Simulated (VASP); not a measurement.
Crystal: CuO2.

```
Cu O
1.0
     1.38436   -5.10653    0.00000
     1.38436    5.10653    0.00000
     0.00000    0.00000    4.34342
Cu O
2 4
Direct
  0.16725 0.83275 0.75000
  0.83275 0.16725 0.25000
  0.78897 0.21103 0.75000
  0.21103 0.78897 0.25000
  0.55149 0.44851 0.75000
  0.44851 0.55149 0.25000
```

Base run:

| Quantity | Value |
| --- | --- |
| Program | VASP 6.6.1 |
| Functional | PBEsol |
| Potentials or basis | VASP PAW PBE potentials, release 64 (Cu, O) |
| Cutoff | 520 eV |
| k mesh | 8 × 8 × 5 |
| Occupations | fermi-dirac, width 0.05 eV |
| Spin | no spin polarisation |

Its results: band gap on the k mesh zero (band 23 reaches 2.96 eV, above the bottom of band 24 at 2.69 eV); pressure -0.3 GPa; largest force 0.371 eV/Å.

Problem. The run is repeated on the same cell with these changes: potentials or basis from VASP PAW PBE potentials, release 64 (Cu, O) to VASP PAW PBE potentials, release 64 (Cu_sv_GW, O); cutoff from 520 eV to 700 eV; further incar settings from ALGO = Normal; EDIFF = 1e-06; NBANDS = 32 to ALGO = Normal; EDIFF = 1e-06; NBANDS = 40; valence electrons from 46 to 62. What comes out?

Solution. Band gap on the k mesh zero (band 31 reaches 3.00 eV, above the bottom of band 32 at 2.71 eV); pressure -3.2 GPa; largest force 0.242 eV/Å.

Caveats: the PAW data sets were made with another functional, which shifts forces and pressure a little; semilocal functionals often make such compounds metallic where correlation or magnetic order opens a gap, which also shifts bond lengths.
